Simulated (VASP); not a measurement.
Input of a VASP 6.6.1 run:

The input INCAR:

```
ALGO = Normal
EDIFF = 1E-8
ENCUT = 520
GGA_COMPAT = False
ISIF = 2
ISMEAR = -1
LASPH = True
LCHARG = False
LEFG = True
LREAL = False
LWAVE = False
NBANDS = 27
NELM = 120
PREC = Accurate
SIGMA = 0.01
```

Contents of KPOINTS:

```
k-points
0
Gamma
  5 5 5
```

The input POSCAR:

```
KTaO3
1.0
    4.0407836503      0.0000000000      0.0000000000
    0.0000000000      4.0407836503      0.0000000000
    0.0000000000      0.0000000000      4.0407836503
K Ta O
1 1 3
Direct
    0.5000000000      0.5000000000      0.5000000000
    0.0000000000      0.0000000000      0.0000000000
    0.5000000000      0.0000000000      0.0000000000
    0.0000000000      0.5000000000      0.0000000000
    0.0000000000      0.0000000000      0.5000000000
```

Potentials or basis: VASP PAW LDA potentials, release 64 (K_sv, Ta_pv, O).

Launch:

```console
$ cat potpaw_LDA.64/K_sv/POTCAR potpaw_LDA.64/Ta_pv/POTCAR potpaw_LDA.64/O/POTCAR > POTCAR
$ mpirun -np 1 vasp_std > vasp.out
```

(1) What does it give for the pressure?

(2) What does it give for the band gap on the k mesh?

Results:

(1) -11.5 GPa.

(2) 2.04 eV, indirect (least direct gap 2.58 eV).

Caveat: without QUAD_EFG the Cq values of the log hold for a quadrupole moment of 1 mb, not for the nuclei; spin-orbit coupling is left out, which moves the levels of the heavy elements.
